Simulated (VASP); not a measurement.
A run of VASP 6.6.1:

The input POSCAR:

```
Hf
1.0
   -1.8050000000      1.8050000000      1.8050000000
    1.8050000000     -1.8050000000      1.8050000000
    1.8050000000      1.8050000000     -1.8050000000
Hf
1
Direct
    0.0000000000      0.0000000000      0.0000000000
```

File INCAR.step1:

```
SYSTEM = Hf
PREC = Accurate ; ENCUT = 550
ISMEAR = -1 ; SIGMA = 0.15
LREAL = .FALSE. ; LASPH = .TRUE.
NELM = 120 ; NBANDS = 11
GGA = PE ; ALGO = Normal
EDIFF = 1E-5 ; LWAVE = .TRUE.
LCHARG = .FALSE. ; GGA_COMPAT = .FALSE.
```

Contents of INCAR.step2:

```
SYSTEM = Hf
PREC = Accurate ; ENCUT = 550
EDIFF = 1E-6 ; ISMEAR = -1
SIGMA = 0.15 ; LREAL = .FALSE.
LASPH = .TRUE. ; NELM = 120
ALGO = Normal ; ISIF = 2
LWAVE = .FALSE. ; LCHARG = .FALSE.
METAGGA = R2SCAN ; LMIXTAU = .TRUE.
NBANDS = 11 ; ISTART = 1
GGA_COMPAT = .FALSE.
```

KPOINTS

```
Automatic mesh
0
G
  5 5 5
  0 0 0
```

Potentials or basis: VASP PAW PBE potentials, release 64 (Hf_pv).

The run is started by

```sh
$ cat potpaw_PBE.64/Hf_pv/POTCAR > POTCAR
$ cp INCAR.step1 INCAR
$ mpirun -np 1 vasp_std > vasp.out
$ cp INCAR.step2 INCAR
$ mpirun -np 1 vasp_std > vasp.out
```

Hardware: 1 thread of AMD EPYC 7R13 Processor (Zen 3) (shared host).

Problem. Estimate the wall time of this run.

Solution. Run time: 14 s on 1 thread of AMD EPYC 7R13 Processor (Zen 3), on a shared host, peak memory 0.11 GiB. Counts: k points 10.
